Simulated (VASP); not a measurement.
# SbO4 (P6/mmm) in VASP: a series of runs

Runs on SbO4. Level: PBE. Tasks: single point, relaxation of cell and atoms.

All numbers are computed with VASP 6.6.1; they aren't measurements. Logs are shortened: lines on timing, memory, paths and dates and some standing lists are left out, and cuts for length are marked.

### 1 The cell of the first run

Symmetry: P6/mmm, No. 191, hexagonal system. The conventional cell has a = 4.277 Å, b = 4.277 Å, c = 3.664 Å, α = 90.00°, β = 90.00°, γ = 120.00°. Sb (site symmetry 6/mmm) has 24 O at 2.73 to 3.51 Å and 2 Sb at 3.66 Å within 3.7 Å. O (site symmetry 3m) has 1 O at 1.32 Å within 1.8 Å.

The cell was generated, and may not be a known phase.

### 2 Single point, PBE

INCAR

```
SYSTEM = SbO4
ALGO = Normal
EDIFF = 1E-6
ENCUT = 520
GGA = PE
ISIF = 2
ISMEAR = 0
LASPH = .True.
LCHARG = .False.
LREAL = .False.
LWAVE = .False.
NBANDS = 22
NELM = 100
PREC = Accurate
SIGMA = 0.1
```

KPOINTS

```
k-points
0
Gamma
  12 12 10
  0 0 0
```

POSCAR

```
SbO4
1.0
    4.2769822510      0.0000000000      0.0000000000
   -2.1384911255      3.7039752809      0.0000000000
    0.0000000000      0.0000000000      3.6644473444
Sb O
1 4
Direct
    0.0000000000      0.0000000000      0.0000000000
    0.3333333333      0.6666666667      0.6794285134
    0.3333333333      0.6666666667      0.3205714866
    0.6666666667      0.3333333333      0.3205714866
    0.6666666667      0.3333333333      0.6794285134
```

Potentials or basis: VASP PAW PBE potentials, release 64 (Sb, O).

Launch:

```bash
> cat potpaw_PBE.64/Sb/POTCAR potpaw_PBE.64/O/POTCAR > POTCAR
> mpirun -np 1 vasp_std > vasp.out
```

OUTCAR:

```text
SYSTEM = SbO4
   EDIFF = 1E-6
   ENCUT = 520
   GGA = PE
   ISIF = 2
   ISMEAR = 0
   LASPH = .True.
   LREAL = .False.
   NELM = 100
   PREC = Accurate

 ion  position               nearest neighbor table
   1  0.000  0.000  0.000-   2 2.73   3 2.73   4 2.73   5 2.73   2 2.73   3 2.73   4 2.73   5 2.73
                             4 2.73   5 2.73   2 2.73   3 2.73
   2  0.333  0.667  0.679-   3 1.32   1 2.73   1 2.73   1 2.73
   3  0.333  0.667  0.321-   2 1.32   1 2.73   1 2.73   1 2.73
   4  0.667  0.333  0.321-   5 1.32   1 2.73   1 2.73   1 2.73
   5  0.667  0.333  0.679-   4 1.32   1 2.73   1 2.73   1 2.73

  LATTYP: Found a hexagonal cell.
 ALAT       =     4.2769822510
 C/A-ratio  =     0.8567833882

  Lattice vectors:

 A1 = (   4.2769822510,   0.0000000000,   0.0000000000)
 A2 = (  -2.1384911255,   3.7039752809,   0.0000000000)
 A3 = (   0.0000000000,   0.0000000000,   3.6644473444)

Analysis of symmetry for initial positions (statically):
=====================================================================
 Subroutine PRICEL returns:
 Original cell was already a primitive cell.

 Routine SETGRP: Setting up the symmetry group for a
 hexagonal supercell.

 Subroutine GETGRP returns: Found 24 space group operations
 (whereof 24 operations were pure point group operations)
 out of a pool of 24 trial point group operations.

The static configuration has the point symmetry D_6h.

Analysis of symmetry for dynamics (positions and initial velocities):
=====================================================================
 Subroutine PRICEL returns:
 Original cell was already a primitive cell.

 Routine SETGRP: Setting up the symmetry group for a
 hexagonal supercell.

 Subroutine GETGRP returns: Found 24 space group operations
 (whereof 24 operations were pure point group operations)
 out of a pool of 24 trial point group operations.

The dynamic configuration has the point symmetry D_6h.

 Subroutine INISYM returns: Found 24 space group operations
 (whereof 24 operations are pure point group operations),
 and found     1 'primitive' translations

----------------------------------------------------------------------------------------

                                     Primitive cell

  volume of cell :      58.0516

  direct lattice vectors                    reciprocal lattice vectors
     4.276982251  0.000000000  0.000000000     0.233809715  0.134990102  0.000000000
    -2.138491125  3.703975281  0.000000000     0.000000000  0.269980203  0.000000000
     0.000000000  0.000000000  3.664447344     0.000000000  0.000000000  0.272892446

  length of vectors
     4.276982251  4.276982251  3.664447344     0.269980203  0.269980203  0.272892446

  position of ions in fractional coordinates (direct lattice)
     0.000000000  0.000000000  0.000000000
     0.333333333  0.666666667  0.679428513
     0.333333333  0.666666667  0.320571487
     0.666666667  0.333333333  0.320571487
     0.666666667  0.333333333  0.679428513

  ion indices of the primitive-cell ions
   primitive index   ion index
                 1           1
                 2           2
                 3           3
                 4           4
                 5           5

----------------------------------------------------------------------------------------

 KPOINTS: k-points

Automatic generation of k-mesh.
 Grid dimensions read from file:
 generate k-points for:   12   12   10

 Generating k-lattice:

  Cartesian coordinates                     Fractional coordinates (reciprocal lattice)
     0.019484143  0.011249175  0.000000000     0.083333333 -0.000000000  0.000000000
     0.000000000  0.022498350  0.000000000     0.000000000  0.083333333  0.000000000
     0.000000000  0.000000000  0.027289245     0.000000000  0.000000000  0.100000000

  Length of vectors
     0.022498350  0.022498350  0.027289245

  Shift w.r.t. Gamma in fractional coordinates (k-lattice)
     0.000000000  0.000000000  0.000000000

 Subroutine IBZKPT returns following result:
 ===========================================

 Found    114 irreducible k-points:

 Following reciprocal coordinates:
            Coordinates               Weight
  0.000000  0.000000  0.000000      1.000000
  0.083333 -0.000000  0.000000      6.000000
  0.166667  0.000000  0.000000      6.000000
  0.250000  0.000000  0.000000      6.000000
  0.333333 -0.000000  0.000000      6.000000
  0.416667 -0.000000  0.000000      6.000000
[... 16 lines left out ...]
  0.250000  0.000000  0.100000     12.000000
  0.333333 -0.000000  0.100000     12.000000
 [... further k-points ...]
   k-points           NKPTS =    114   k-points in BZ     NKDIM =    114   number of bands    NBANDS=     22
   number of dos      NEDOS =    301   number of ions     NIONS =      5
   total plane-waves  NPLWV =  28672
   dimension x,y,z NGX =    32 NGY =   32 NGZ =   28
   dimension x,y,z NGXF=    64 NGYF=   64 NGZF=   56
   ions per type =               1   4
   NGX,Y,Z   is equivalent  to a cutoff of  12.44, 12.44, 12.70 a.u.
   NGXF,Y,Z  is equivalent  to a cutoff of  24.88, 24.88, 25.41 a.u.
 SYSTEM =  SbO4
   PREC   = accura    normal or accurate (medium, high low for compatibility)
   ISTART =      0    job   : 0-new  1-cont  2-samecut
   ICHARG =      2    charge: 1-file 2-atom 10-const
   ISPIN  =      1    spin polarized calculation?
   LNONCOLLINEAR =      F non collinear calculations
   LSORBIT =      F    spin-orbit coupling
   LASPH  =      T    aspherical Exc in radial PAW
   ENCUT  =  520.0 eV  38.22 Ry    6.18 a.u.   7.95  7.95  6.81*2*pi/ulx,y,z
   NELM   =    100;   NELMIN=  2; NELMDL= -5     # of ELM steps
   EDIFF  = 0.1E-05   stopping-criterion for ELM
   LREAL  =      F    real-space projection
   EDIFFG = 0.1E-04   stopping-criterion for IOM
   NSW    =      0    number of steps for IOM
   IBRION =     -1    ionic relax: 0-MD 1-quasi-New 2-CG
   NFREE  =      0    steps in history (QN), initial steepest desc. (CG)
   ISIF   =      2    stress and relaxation
   ISYM   =      2    0-nonsym 1-usesym 2-fastsym
   POTIM  = 0.5000    time-step for ionic-motion
   TEBEG  =    0.0;   TEEND  =   0.0 temperature during run
   PSTRESS=    0.0 pullay stress
   NELECT =      29.0000    total number of electrons
   NUPDOWN=      -1.0000    fix difference up-down
   EMIN   =  10.00;   EMAX   =-10.00  energy-range for DOS
   EFERMI =   0.00;   METHOD = LEGACY
   ISMEAR =     0;   SIGMA  =   0.10  broadening in eV -4-tet -1-fermi 0-gaus
   EFERMI_NEDOS =   21; number of points for ismear=-14 and -15
   IALGO  =     38    algorithm
   IMIX   =      4    mixing-type and parameters
     AMIX     =   0.40;   BMIX     =  1.00
     AMIX_MAG =   1.60;   BMIX_MAG =  1.00
  volume/ion in A,a.u.               =      11.61        78.35
  Fermi-wavevector in a.u.,A,eV,Ry     =   1.298981  2.454718 22.957816  1.687352
  Thomas-Fermi vector in A             =   2.430274
   LORBIT       =      0    0 simple, 1 ext, 2 COOP (PROOUT), +10 PAW based schemes
   GGA     = PE    functional components
   LHFCALC =     F    Hartree Fock is set to
   AEXX    =    0.0000 exact exchange contribution
   IVDW    =     0    specifies the selected vdW correction
   LEPSILON=     F    determine dielectric tensor
   LRPA    =     F    only Hartree local field effects (RPA)
 non-spin polarized calculation
 Gauss-broadening in eV      SIGMA  =   0.10
  energy-cutoff  :      520.00
  volume of cell :       58.05
 maximum number of plane-waves:      1584
 NGX is ok and might be reduce to    32
   NGX = 15   NGY = 15   NGZ = 13

 number of electron      29.0000002 magnetization

 Free energy of the ion-electron system (eV)
  ---------------------------------------------------
  ext. energy  EPLUGINS =         0.00000000
  ---------------------------------------------------
  free energy    TOTEN  =       -23.80431668 eV

  energy without entropy =      -23.79309188  energy(sigma->0) =      -23.79870428

 E-fermi :   5.9947     XC(G=0): -10.9233

 val. band max:        5.9748795416   @ k =   0.5000   0.0000   0.0000
 cond. band min:       5.9981391403   @ k =   0.0833   0.0833   0.1000
 fundamental gap:      0.0232595986
 Fermi energy:         5.9947415630

 k-point     1 :       0.0000    0.0000    0.0000
  band No.  band energies     occupation
      1     -19.2233      2.00000
      2     -18.0675      2.00000
      3      -8.9989      2.00000
      4      -7.6622      2.00000
      5      -5.1440      2.00000
      6      -1.9127      2.00000
[... 14 lines left out ...]
     21      14.7399      0.00000
     22      16.5934      0.00000

 k-point     2 :       0.0833   -0.0000    0.0000
  band No.  band energies     occupation
      1     -19.2062      2.00000
      2     -18.0854      2.00000
      3      -8.9785      2.00000
      4      -7.6838      2.00000
      5      -5.1199      2.00000
      6      -2.0035      2.00000
[... 14 lines left out ...]
     21      14.7354      0.00000
     22      16.6121      0.00000

 k-point     3 :       0.1667    0.0000    0.0000
  band No.  band energies     occupation
      1     -19.1560      2.00000
      2     -18.1379      2.00000
      3      -8.9193      2.00000
      4      -7.7472      2.00000
      5      -5.0525      2.00000
      6      -2.2551      2.00000
[... 14 lines left out ...]
     21      14.7224      0.00000
     22      16.5711      0.00000
[... 476 lines left out ...]
 k-point    23 :       0.2500    0.0000    0.1000
  band No.  band energies     occupation
      1     -19.0595      2.00000
      2     -18.2065      2.00000
      3      -9.0567      2.00000
      4      -7.9891      2.00000
      5      -4.6696      2.00000
      6      -2.4626      2.00000
[... 14 lines left out ...]
     21      14.6657      0.00000
     22      16.6525      0.00000

 k-point    24 :       0.3333   -0.0000    0.1000
  band No.  band energies     occupation
      1     -18.9636      2.00000
      2     -18.3054      2.00000
      3      -8.9282      2.00000
      4      -8.1143      2.00000
      5      -4.6197      2.00000
      6      -2.7931      2.00000
[... 14 lines left out ...]
     21      14.6028      0.00000
     22      16.7197      0.00000

 [... further k-points ...]
[... 5 lines left out ...]
  --------------------------------------------------------------------------------------
  -------------------------------------------------------------------------------------
  Total       -0.2931274     -0.2931274      1.0530019      0.0000000      0.0000000      0.0000000
  in kB       -8.0900843     -8.0900843     29.0620164      0.0000000      0.0000000      0.0000000
  external PRESSURE =       4.2939493 kB  Pullay stress =       0.0000000 kB

 VOLUME and BASIS-vectors are now :
 -----------------------------------------------------------------------------
  energy-cutoff  :      520.00
  volume of cell :       58.05
      direct lattice vectors                 reciprocal lattice vectors
     4.276982251  0.000000000  0.000000000     0.233809715  0.134990102  0.000000000
    -2.138491125  3.703975281  0.000000000     0.000000000  0.269980203  0.000000000
     0.000000000  0.000000000  3.664447344     0.000000000  0.000000000  0.272892446

 POSITION                                       TOTAL-FORCE (eV/Angst)
 -----------------------------------------------------------------------------------
      0.00000      0.00000      0.00000        -0.000000     -0.000000      0.000000
     -0.00000      2.46932      2.48973        -0.000000      0.000000      0.487018
     -0.00000      2.46932      1.17472        -0.000000      0.000000     -0.487018
      2.13849      1.23466      1.17472         0.000000     -0.000000     -0.487018
      2.13849      1.23466      2.48973         0.000000     -0.000000      0.487018
 -----------------------------------------------------------------------------------
    total drift:                               -0.000000      0.000000      0.000000

  FREE ENERGIE OF THE ION-ELECTRON SYSTEM (eV)
  ---------------------------------------------------
  free  energy   TOTEN  =       -23.8043166776 eV

  energy  without entropy=      -23.7930918828  energy(sigma->0) =      -23.79870428
```

It took 40 s on 1 thread of Intel Xeon 6975P-C (Granite Rapids), shared host; peak memory 0.25 GiB.

What came out:

| Quantity | Value |
| --- | --- |
| Free energy | -23.8043 eV |
| Pressure | 0.4 GPa |
| Largest force | 0.487 eV/Å |
| Band gap on the k mesh | zero (an odd number of electrons rules out a gap without spin polarisation) |

Forces in eV/Å, atoms in the order of the input:
```
Sb   0.000  0.000  0.000
O    0.000  0.000  0.487
O    0.000  0.000 -0.487
O    0.000  0.000 -0.487
O    0.000  0.000  0.487
```

Stress tensor (GPa, compression positive):
```
-0.81  0.00  0.00
 0.00 -0.81  0.00
 0.00  0.00  2.91
```

Levels at points of the mesh, in eV from the Fermi level:
```csv
k point,band 10,band 11,band 12,band 13,band 14,band 15,band 16,band 17,band 18,band 19
"(0.00, 0.00, 0.00)",-5.89,-5.89,-1.42,-1.42,0.13,0.13,1.99,1.99,2.79,7.18
"(0.50, 0.00, 0.00)",-4.98,-4.81,-1.89,-1.72,-0.02,0.51,1.94,1.97,3.89,7.35
"(0.00, 0.00, 0.50)",-5.13,-5.13,-2.56,-2.56,-1.93,-1.93,-1.48,3.82,3.82,4.87
"(0.50, 0.00, 0.50)",-5.12,-4.56,-4.03,-1.42,-0.45,-0.39,-0.02,1.93,3.83,5.33
```

Caveat: spin-orbit coupling is left out, which moves the levels of the heavy elements; an odd number of electrons without spin polarisation forces a metal; a magnetic or distorted state may lie lower.

### 3 Relaxation of cell and atoms, PBE

This run uses another cell than the first one, of 11.70 Å³/atom.

INCAR

```
ALGO = Normal
EDIFF = 1E-6
EDIFFG = -0.04
ENCUT = 600
GGA = PE
IBRION = 2
ISIF = 3
ISMEAR = 0
LASPH = T
LCHARG = F
LREAL = F
LWAVE = F
NELM = 80
NSW = 90
PREC = Accurate
SIGMA = 0.1
```

KPOINTS

```
k-points
0
Gamma
  6 6 6
```

POSCAR

```
SbO4
1.0
    4.3003711848      0.0000000000      0.0000000000
   -2.1501855924      3.7242306917      0.0000000000
    0.0000000000      0.0000000000      3.6529090427
Sb O
1 4
Direct
    0.0000000000      0.0000000000      0.0000000000
    0.3333333333      0.6666666667      0.6792912700
    0.3333333333      0.6666666667      0.3207087300
    0.6666666667      0.3333333333      0.3207087300
    0.6666666667      0.3333333333      0.6792912700
```

Potentials or basis: VASP PAW PBE potentials, release 64 (Sb, O).

Launch:

```bash
> cat potpaw_PBE.64/Sb/POTCAR potpaw_PBE.64/O/POTCAR > POTCAR
> mpirun -np 1 vasp_std > vasp.out
```

Wall time 34 s (1 thread of Intel Xeon 6975P-C (Granite Rapids), shared host); peak memory 0.21 GiB.

It converged, with:

```
Free energy                           : -23.8296 eV
Relaxed volume                        : 11.57 Å³/atom
Relaxed cell                          : a = 4.273 Å, b = 4.273 Å, c = 3.657 Å, α = 90.00°, β = 90.00°, γ = 120.00°
Space group after relaxing (to 0.1 Å) : P6/mmm (No. 191)
Energy gained by relaxing             : 2.4 meV/atom
Ionic steps                           : 4
Pressure after relaxing               : -0.4 GPa
Largest force after relaxing          : 0.018 eV/Å
Band gap on the k mesh                : zero (an odd number of electrons rules out a gap without spin polarisation)
```

Forces on the atoms (eV/Å):
```
Sb   0.000  0.000  0.000
O    0.000  0.000 -0.018
O    0.000  0.000  0.018
O    0.000  0.000  0.018
O    0.000  0.000 -0.018
```

Step by step:
| step | energy change (eV) | largest force (eV/Å) | pressure (GPa) | volume (Å³) |
| --- | --- | --- | --- | --- |
| 1 | 0.0000 | 0.5182 | 0.10 | 58.50 |
| 2 | 0.0736 | 1.4766 | -5.24 | 58.56 |
| 3 | -0.0080 | 0.0352 | -1.34 | 58.52 |
| 4 | -0.0120 | 0.0175 | -0.43 | 57.83 |

Final structure:
```yaml
crystal:
  lattice:
    - [4.27287, 0.00000, 0.00000]
    - [-2.13643, 3.70041, 0.00000]
    - [0.00000, 0.00000, 3.65729]
  atoms:
    - { symbol: Sb, position: [0.00000, 0.00000, 0.00000] }
    - { symbol: O, position: [0.33333, 0.66667, 0.68119] }
    - { symbol: O, position: [0.33333, 0.66667, 0.31881] }
    - { symbol: O, position: [0.66667, 0.33333, 0.31881] }
    - { symbol: O, position: [0.66667, 0.33333, 0.68119] }
```

Levels at points of the mesh, in eV from the Fermi level:
| k point | band 11 | band 12 | band 13 | band 14 | band 15 | band 16 | band 17 | band 18 |
| --- | --- | --- | --- | --- | --- | --- | --- | --- |
| (0.00, 0.00, 0.00) | -5.76 | -1.39 | -1.39 | 0.16 | 0.16 | 2.13 | 2.13 | 2.92 |
| (0.50, 0.00, 0.00) | -4.65 | -1.85 | -1.69 | 0.01 | 0.54 | 2.08 | 2.09 | 4.01 |
| (0.00, 0.00, 0.50) | -4.96 | -2.55 | -2.55 | -1.90 | -1.90 | -1.39 | 3.91 | 3.91 |
| (0.50, 0.00, 0.50) | -4.39 | -4.02 | -1.39 | -0.41 | -0.27 | 0.00 | 1.99 | 3.94 |

Caveat: spin-orbit coupling is left out, which moves the levels of the heavy elements; an odd number of electrons without spin polarisation forces a metal; a magnetic or distorted state may lie lower.

[end of part 1 of 2]

The gap in the log of VASP goes by the Fermi energy; the results here count the filled bands.